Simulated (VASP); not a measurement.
# C (C2/m) in VASP: a series of runs

Runs on C. Level: PBEsol. Tasks: single point.

Everything below comes from runs of VASP 6.6.1. Logs are shortened: lines on timing, memory, paths and dates and some standing lists are left out, and cuts for length are marked.

### Step 1. The cell of the first run

Symmetry: C2/m, No. 12, monoclinic system. The conventional cell has a = 4.259 Å, b = 2.459 Å, c = 10.905 Å, α = 90.00°, β = 93.88°, γ = 90.00°. C (site symmetry m) has 3 C at 1.42 Å within 1.9 Å. C (site symmetry m) has 3 C at 1.42 Å within 1.9 Å. C (site symmetry m) has 3 C at 1.42 Å within 1.9 Å.

### Step 2. Single point, PBEsol (layers slid over each other)

Contents of INCAR:

```
PREC = Accurate
ENCUT = 520
EDIFF = 1E-6
ISMEAR = 0
SIGMA = 0.05
LREAL = F
LASPH = T
NELM = 80
ALGO = Normal
ISIF = 2
LWAVE = F
LCHARG = T
GGA = PS
LELF = T
LVHAR = T
NBANDS = 21
ISYM = 0
```

Contents of KPOINTS:

```
regular mesh
0
Gamma
  12 12 3
```

Contents of POSCAR:

```
C
1.0
    0.0000000000      2.4588631543      0.0000000000
   -2.1294220588      1.2294315772      0.0088643343
   -1.3458548084      1.2294315772     10.8853881515
C
6
Direct
    0.4722176942      0.8888677917      0.1666968199
    0.6944399164     -0.2222433194      0.8333634866
    0.0833288053      0.3333122361      0.5000301532
    0.4166656391     -0.3333344583      0.5000031801
    0.8055545280      0.2222210972      0.1666698468
    0.0277767502      0.1111099861      0.8333365134
```

Potentials or basis: VASP PAW PBE potentials, release 64 (C).

On the command line:

```
cat potpaw_PBE.64/C/POTCAR > POTCAR
mpirun -np 1 vasp_std > vasp.out
```

OUTCAR:

```text
PREC = Accurate
   ENCUT = 520
   EDIFF = 1E-6
   ISMEAR = 0
   LREAL = F
   LASPH = T
   NELM = 80
   ISIF = 2
   GGA = PS
   ISYM = 0

 ion  position               nearest neighbor table
   1  0.472  0.889  0.167-   5 1.42   5 1.42   5 1.42
   2  0.694  0.778  0.833-   6 1.42   6 1.42   6 1.42
   3  0.083  0.333  0.500-   4 1.42   4 1.42   4 1.42
   4  0.417  0.667  0.500-   3 1.42   3 1.42   3 1.42
   5  0.806  0.222  0.167-   1 1.42   1 1.42   1 1.42
   6  0.028  0.111  0.833-   2 1.42   2 1.42   2 1.42

IMPORTANT INFORMATION: All symmetrisations will be switched off!
NOSYMM: (Re-)initialisation of all symmetry stuff for point group C_1.

----------------------------------------------------------------------------------------

                                     Primitive cell

  volume of cell :      56.9661

  direct lattice vectors                    reciprocal lattice vectors
     0.000000000  2.458863154  0.000000000     0.234735099  0.406692011 -0.016910802
    -2.129422059  1.229431577  0.008864334    -0.469852814  0.000000000 -0.058091972
    -1.345854808  1.229431577 10.885388152     0.000382617  0.000000000  0.091913576

  length of vectors
     2.458863154  2.458865365 11.036960740     0.469877573  0.473430401  0.091914372

  position of ions in fractional coordinates (direct lattice)
     0.472217694  0.888867792  0.166696820
     0.694439916  0.777756681  0.833363487
     0.083328805  0.333312236  0.500030153
     0.416665639  0.666665542  0.500003180
     0.805554528  0.222221097  0.166669847
     0.027776750  0.111109986  0.833336513

  ion indices of the primitive-cell ions
   primitive index   ion index
                 1           1
                 2           2
                 3           3
                 4           4
                 5           5
                 6           6

----------------------------------------------------------------------------------------

 KPOINTS: regular mesh

Automatic generation of k-mesh.
 Grid dimensions read from file:
 generate k-points for:   12   12    3

 Generating k-lattice:

  Cartesian coordinates                     Fractional coordinates (reciprocal lattice)
     0.019561258  0.033891001 -0.001409233     0.083333333  0.000000000 -0.000000000
    -0.039154401  0.000000000 -0.004840998     0.000000000  0.083333333  0.000000000
     0.000127539  0.000000000  0.030637859     0.000000000  0.000000000  0.333333333

  Length of vectors
     0.039156464  0.039452533  0.030638124

  Shift w.r.t. Gamma in fractional coordinates (k-lattice)
     0.000000000  0.000000000  0.000000000

 -----------------------------------------------------------------------------
|                                                                             |
|           W    W    AA    RRRRR   N    N  II  N    N   GGGG   !!!           |
|           W    W   A  A   R    R  NN   N  II  NN   N  G    G  !!!           |
|           W    W  A    A  R    R  N N  N  II  N N  N  G       !!!           |
|           W WW W  AAAAAA  RRRRR   N  N N  II  N  N N  G  GGG   !            |
|           WW  WW  A    A  R   R   N   NN  II  N   NN  G    G                |
|           W    W  A    A  R    R  N    N  II  N    N   GGGG   !!!           |
|                                                                             |
|     Your reciprocal lattice and k-lattice belong to different lattice       |
|     classes:                                                                |
|                                                                             |
|        The reciprocal lattice is base-centered monoclinic,                  |
|        whereas your k-lattice is triclinic.                                 |
|                                                                             |
|     Results are often still useful ...                                      |
|                                                                             |
 -----------------------------------------------------------------------------

 WARNING: IBZKPT: internal override: KBLOWUP is changed to .FALSE.
      ... skipping the blow-up phase ...

 Subroutine IBZKPT returns following result:
 ===========================================

 Found    218 irreducible k-points:

 Following reciprocal coordinates:
            Coordinates               Weight
  0.000000  0.000000  0.000000      1.000000
  0.083333  0.000000  0.000000      2.000000
  0.166667  0.000000  0.000000      2.000000
  0.250000  0.000000 -0.000000      2.000000
  0.333333  0.000000  0.000000      2.000000
  0.416667  0.000000  0.000000      2.000000
[... 16 lines left out ...]
  0.250000  0.166667  0.000000      2.000000
  0.333333  0.166667  0.000000      2.000000
 [... further k-points ...]
   k-points           NKPTS =    218   k-points in BZ     NKDIM =    218   number of bands    NBANDS=     21
   number of dos      NEDOS =    301   number of ions     NIONS =      6
   total plane-waves  NPLWV =  27216
   dimension x,y,z NGX =    18 NGY =   18 NGZ =   84
   dimension x,y,z NGXF=    36 NGYF=   36 NGZF=  168
   ions per type =               6
   NGX,Y,Z   is equivalent  to a cutoff of  12.17, 12.17, 12.65 a.u.
   NGXF,Y,Z  is equivalent  to a cutoff of  24.34, 24.34, 25.31 a.u.
 SYSTEM =  unknown system
   PREC   = accura    normal or accurate (medium, high low for compatibility)
   ISTART =      0    job   : 0-new  1-cont  2-samecut
   ICHARG =      2    charge: 1-file 2-atom 10-const
   ISPIN  =      1    spin polarized calculation?
   LNONCOLLINEAR =      F non collinear calculations
   LSORBIT =      F    spin-orbit coupling
   LASPH  =      T    aspherical Exc in radial PAW
   ENCUT  =  520.0 eV  38.22 Ry    6.18 a.u.   4.57  4.57 20.52*2*pi/ulx,y,z
   NELM   =     80;   NELMIN=  2; NELMDL= -5     # of ELM steps
   EDIFF  = 0.1E-05   stopping-criterion for ELM
   LREAL  =      F    real-space projection
   EDIFFG = 0.1E-04   stopping-criterion for IOM
   NSW    =      0    number of steps for IOM
   IBRION =     -1    ionic relax: 0-MD 1-quasi-New 2-CG
   NFREE  =      0    steps in history (QN), initial steepest desc. (CG)
   ISIF   =      2    stress and relaxation
   ISYM   =      0    0-nonsym 1-usesym 2-fastsym
   POTIM  = 0.5000    time-step for ionic-motion
   TEBEG  =    0.0;   TEEND  =   0.0 temperature during run
   PSTRESS=    0.0 pullay stress
   NELECT =      24.0000    total number of electrons
   NUPDOWN=      -1.0000    fix difference up-down
   EMIN   =  10.00;   EMAX   =-10.00  energy-range for DOS
   EFERMI =   0.00;   METHOD = LEGACY
   ISMEAR =     0;   SIGMA  =   0.05  broadening in eV -4-tet -1-fermi 0-gaus
   EFERMI_NEDOS =   21; number of points for ismear=-14 and -15
   IALGO  =     38    algorithm
   IMIX   =      4    mixing-type and parameters
     AMIX     =   0.40;   BMIX     =  1.00
     AMIX_MAG =   1.60;   BMIX_MAG =  1.00
  volume/ion in A,a.u.               =       9.49        64.07
  Fermi-wavevector in a.u.,A,eV,Ry     =   1.227269  2.319202 20.492948  1.506189
  Thomas-Fermi vector in A             =   2.362239
   LORBIT       =      0    0 simple, 1 ext, 2 COOP (PROOUT), +10 PAW based schemes
   GGA     = PS    functional components
   LHFCALC =     F    Hartree Fock is set to
   AEXX    =    0.0000 exact exchange contribution
   IVDW    =     0    specifies the selected vdW correction
   LEPSILON=     F    determine dielectric tensor
   LRPA    =     F    only Hartree local field effects (RPA)
 non-spin polarized calculation
 Gauss-broadening in eV      SIGMA  =   0.05
  energy-cutoff  :      520.00
  volume of cell :       56.97
 maximum number of plane-waves:      1563
   NGX =  9   NGY =  9   NGZ = 41

 number of electron      23.9999994 magnetization

 Free energy of the ion-electron system (eV)
  ---------------------------------------------------
  ext. energy  EPLUGINS =         0.00000000
  ---------------------------------------------------
  free energy    TOTEN  =       -57.85857446 eV

  energy without entropy =      -57.85852474  energy(sigma->0) =      -57.85854960

 E-fermi :   3.9885     XC(G=0): -10.0101

 val. band max:        3.9105773176   @ k =  -0.3333   0.3333   0.3333
 cond. band min:       4.0700825740   @ k =  -0.3333   0.3333   0.3333
 fundamental gap:      0.1595052564
 Fermi energy:         3.9885090977

 k-point     1 :       0.0000    0.0000    0.0000
  band No.  band energies     occupation
      1     -15.6288      2.00000
      2     -15.5069      2.00000
      3     -15.5066      2.00000
      4      -4.0479      2.00000
      5      -4.0462      2.00000
      6      -3.0116      2.00000
[... 13 lines left out ...]
     20      12.3537      0.00000
     21      12.3573      0.00000

 k-point     2 :       0.0833    0.0000    0.0000
  band No.  band energies     occupation
      1     -15.4628      2.00000
      2     -15.3444      2.00000
      3     -15.3401      2.00000
      4      -3.8629      2.00000
      5      -3.8309      2.00000
      6      -2.8194      2.00000
[... 13 lines left out ...]
     20      13.0515      0.00000
     21      13.0601      0.00000

 k-point     3 :       0.1667    0.0000    0.0000
  band No.  band energies     occupation
      1     -14.9668      2.00000
      2     -14.8545      2.00000
      3     -14.8461      2.00000
      4      -3.2828      2.00000
      5      -3.2197      2.00000
      6      -2.2489      2.00000
[... 13 lines left out ...]
     20      13.4079      0.00000
     21      13.5864      0.00000

 k-point     4 :       0.2500    0.0000   -0.0000
  band No.  band energies     occupation
      1     -14.1463      2.00000
      2     -14.0426      2.00000
      3     -14.0306      2.00000
      4      -3.4272      2.00000
      5      -3.3965      2.00000
      6      -3.3860      2.00000
[... 13 lines left out ...]
     20      12.5659      0.00000
     21      12.9067      0.00000

 k-point     5 :       0.3333    0.0000    0.0000
  band No.  band energies     occupation
      1     -13.0134      2.00000
      2     -12.9201      2.00000
      3     -12.9051      2.00000
      4      -5.6531      2.00000
      5      -5.6102      2.00000
      6      -5.5968      2.00000
[... 13 lines left out ...]
     20      13.6414      0.00000
     21      14.1539      0.00000

 k-point     6 :       0.4167    0.0000    0.0000
  band No.  band energies     occupation
      1     -11.5962      2.00000
      2     -11.5159      2.00000
      3     -11.4980      2.00000
      4      -7.7786      2.00000
      5      -7.7241      2.00000
      6      -7.7089      2.00000
[... 13 lines left out ...]
     20      15.1090      0.00000
     21      15.6403      0.00000

 k-point     7 :       0.5000    0.0000   -0.0000
  band No.  band energies     occupation
      1     -10.2581      2.00000
      2     -10.2441      2.00000
      3     -10.1938      2.00000
      4      -9.3059      2.00000
      5      -9.2942      2.00000
      6      -9.2572      2.00000
[... 13 lines left out ...]
     20      14.8780      0.00000
     21      16.5902      0.00000
[... 291 lines left out ...]
      1     -14.9650      2.00000
      2     -14.8668      2.00000
      3     -14.8357      2.00000
      4      -3.3586      2.00000
      5      -3.1267      2.00000
      6      -2.2674      2.00000
[... 13 lines left out ...]
     20      13.4803      0.00000
     21      13.5755      0.00000

 k-point    21 :       0.0833    0.1667    0.0000
  band No.  band energies     occupation
      1     -15.1294      2.00000
      2     -15.0331      2.00000
      3     -14.9974      2.00000
      4      -3.5696      2.00000
      5      -3.3055      2.00000
      6      -2.4624      2.00000
[... 13 lines left out ...]
     20      13.9563      0.00000
     21      13.9704      0.00000

 k-point    22 :       0.1667    0.1667    0.0000
  band No.  band energies     occupation
      1     -14.9638      2.00000
      2     -14.8715      2.00000
      3     -14.8322      2.00000
      4      -3.3834      2.00000
      5      -3.0912      2.00000
      6      -2.2788      2.00000
[... 13 lines left out ...]
     20      13.4343      0.00000
     21      13.5879      0.00000

 k-point    23 :       0.2500    0.1667    0.0000
  band No.  band energies     occupation
      1     -14.4701      2.00000
      2     -14.3838      2.00000
      3     -14.3420      2.00000
      4      -2.8047      2.00000
      5      -2.4897      2.00000
      6      -2.4140      2.00000
[... 13 lines left out ...]
     20      12.9077      0.00000
     21      13.0809      0.00000

 k-point    24 :       0.3333    0.1667    0.0000
  band No.  band energies     occupation
      1     -13.6553      2.00000
      2     -13.5766      2.00000
      3     -13.5336      2.00000
      4      -3.7390      2.00000
      5      -3.7244      2.00000
      6      -3.7166      2.00000
[... 13 lines left out ...]
     20      14.0869      0.00000
     21      14.0928      0.00000

 [... further k-points ...]

------------------------ aborting loop because EDIFF is reached ----------------------------------------

  FORCE on cell =-STRESS in cart. coord.  units (eV):
  Direction    XX          YY          ZZ          XY          YZ          ZX
  --------------------------------------------------------------------------------------
  -------------------------------------------------------------------------------------
  Total        0.3723949      0.3539865     -0.0203836      0.0001236      0.0000596     -0.0585719
  in kB       10.4736447      9.9559063     -0.5732908      0.0034759      0.0016767     -1.6473396
  external PRESSURE =       6.6187534 kB  Pullay stress =       0.0000000 kB

 VOLUME and BASIS-vectors are now :
 -----------------------------------------------------------------------------
  energy-cutoff  :      520.00
  volume of cell :       56.97
      direct lattice vectors                 reciprocal lattice vectors
     0.000000000  2.458863154  0.000000000     0.234735099  0.406692011 -0.016910802
    -2.129422059  1.229431577  0.008864334    -0.469852814  0.000000000 -0.058091972
    -1.345854808  1.229431577 10.885388152     0.000382617  0.000000000  0.091913576

 POSITION                                       TOTAL-FORCE (eV/Angst)
 -----------------------------------------------------------------------------------
     -2.11712      2.45886      1.82244        -0.004926      0.000004      0.012363
     -2.77776      3.68829      9.07838         0.005465      0.000004     -0.001393
     -1.38273      1.22943      5.44598         0.001858      0.000005      0.008573
     -2.09254      2.45886      5.44864        -0.001857     -0.000005     -0.008583
     -0.69752      2.45886      1.81624        -0.005464     -0.000003      0.001401
     -1.35815      1.22943      9.07218         0.004925     -0.000004     -0.012361
 -----------------------------------------------------------------------------------
    total drift:                                0.000002      0.000000      0.000013

  FREE ENERGIE OF THE ION-ELECTRON SYSTEM (eV)
  ---------------------------------------------------
  free  energy   TOTEN  =       -57.8585744566 eV

  energy  without entropy=      -57.8585247420  energy(sigma->0) =      -57.85854960
```

Wall time 2.1 min (1 thread of AMD EPYC 9R45 (Zen 5), shared host); peak memory 0.26 GiB.

Results:

```
Free energy   : -57.8586 eV
Pressure      : 0.7 GPa
Largest force : 0.013 eV/Å
```

Forces in eV/Å, atoms in the order of the input:
```
C   -0.005  0.000  0.012
C    0.005  0.000 -0.001
C    0.002  0.000  0.009
C   -0.002  0.000 -0.009
C   -0.005  0.000  0.001
C    0.005  0.000 -0.012
```

Stress tensor (GPa, compression positive):
```
 1.05  0.00 -0.16
 0.00  1.00  0.00
-0.16  0.00 -0.06
```

Caveat: the cell differs from its parent crystal (layers slid over each other); this functional lacks dispersion, which binds the layers, so the pressure and a relaxed spacing across them are unreliable; the PAW data sets were made with another functional, which shifts forces and pressure a little.

### Step 3. Single point, PBEsol (layers slid over each other)

Contents of INCAR:

```
PREC = Accurate
ENCUT = 520
EDIFF = 1E-6
ISMEAR = 0
SIGMA = 0.05
LREAL = False
LASPH = True
NELM = 60
ALGO = Normal
ISIF = 2
LWAVE = False
LCHARG = False
GGA = PS
NBANDS = 21
ISYM = 0
```

KPOINTS is that of step 2.

Contents of POSCAR:

```
C
1.0
    0.0000000000      2.4588631543      0.0000000000
   -2.1294220588      1.2294315772      0.0088643343
    0.0737598975      1.2294315772     10.8794785953
C
6
Direct
    0.4166520876      0.9999990049      0.1666968199
    0.4166520876      0.3333323383      0.8333634866
   -0.0833479124      0.6666656716      0.5000301532
    0.2499979124      0.0000009951      0.5000031801
    0.7499979124      0.3333343284      0.1666698468
   -0.2500020876      0.6666676617      0.8333365134
```

Potentials or basis: VASP PAW PBE potentials, release 64 (C).

On the command line:

```
cat potpaw_PBE.64/C/POTCAR > POTCAR
mpirun -np 1 vasp_std > vasp.out
```

Run time: 2.1 min. Hardware: 1 thread of AMD EPYC 9R45 (Zen 5), shared host; peak memory 0.26 GiB.

It converged, with:

| Quantity | Value |
| --- | --- |
| Free energy | -57.8578 eV |
| Pressure | 0.7 GPa |
| Largest force | 0.009 eV/Å |

Forces in eV/Å, atoms in the order of the input:
```
C    0.005  0.000  0.008
C   -0.003  0.000 -0.005
C   -0.003  0.000  0.008
C    0.003  0.000 -0.008
C    0.003  0.000  0.005
C   -0.005  0.000 -0.008
```

Stress tensor (GPa, compression positive):
```
 1.05  0.00  0.10
 0.00  1.00  0.00
 0.10  0.00 -0.05
```

Caveat: the cell differs from its parent crystal (layers slid over each other); this functional lacks dispersion, which binds the layers, so the pressure and a relaxed spacing across them are unreliable; the PAW data sets were made with another functional, which shifts forces and pressure a little.
